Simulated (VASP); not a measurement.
Runs of VASP 6.6.1 on Pb. The structure is that of space group P6_3/mmc (No. 194), or close to it. The cells are those of the table. 

| cell | k mesh | gap on the mesh (eV) | pressure (GPa) |
| --- | --- | --- | --- |
| a = 3.554, b = 3.554, c = 5.826 Å, angles 90.0, 90.0, 120.0°, 2 atoms | 11 × 11 × 6 | none | (b) |
| a = 3.452, b = 3.452, c = 5.660 Å, angles 90.0, 90.0, 120.0°, 2 atoms | 11 × 11 × 6 | none | 5.7 |
| a = 3.603, b = 3.603, c = 5.906 Å, angles 90.0, 90.0, 120.0°, 2 atoms | 11 × 11 × 6 | none | -0.2 |
| a = 3.650, b = 3.650, c = 5.984 Å, angles 90.0, 90.0, 120.0°, 2 atoms | 11 × 11 × 6 | none | -1.4 |
| a = 3.504, b = 3.504, c = 5.744 Å, angles 90.0, 90.0, 120.0°, 2 atoms | 11 × 11 × 6 | none | 3.2 |
| a = 3.696, b = 3.696, c = 6.059 Å, angles 90.0, 90.0, 120.0°, 2 atoms | 11 × 11 × 6 | none | -2.4 |
| a = 3.603, b = 3.603, c = 5.906 Å, angles 90.0, 90.0, 120.0°, 2 atoms | 17 × 17 × 9 | none | (c) |
| a = 3.741, b = 3.741, c = 6.133 Å, angles 90.0, 90.0, 120.0°, 2 atoms | 11 × 11 × 6 | none | (a) |

Alike in all rows: task single point; level RPBE; potentials or basis VASP PAW PBE potentials, release 64 (Pb_d); no spin polarisation; cutoff (eV) 520; smearing fermi-dirac 0.1 eV.

Q: Fill in the values left out.

A: (a) -3.1; (b) 1.3; (c) 0.0.

Caveats: the PAW data sets were made with another functional, which shifts forces and pressure a little; spin-orbit coupling is left out, which moves the levels of the heavy elements.

A k mesh can miss the band edges, and the runs leave out spin-orbit coupling on Pb.

A gap of «none» marks levels without a gap at the run's occupations.
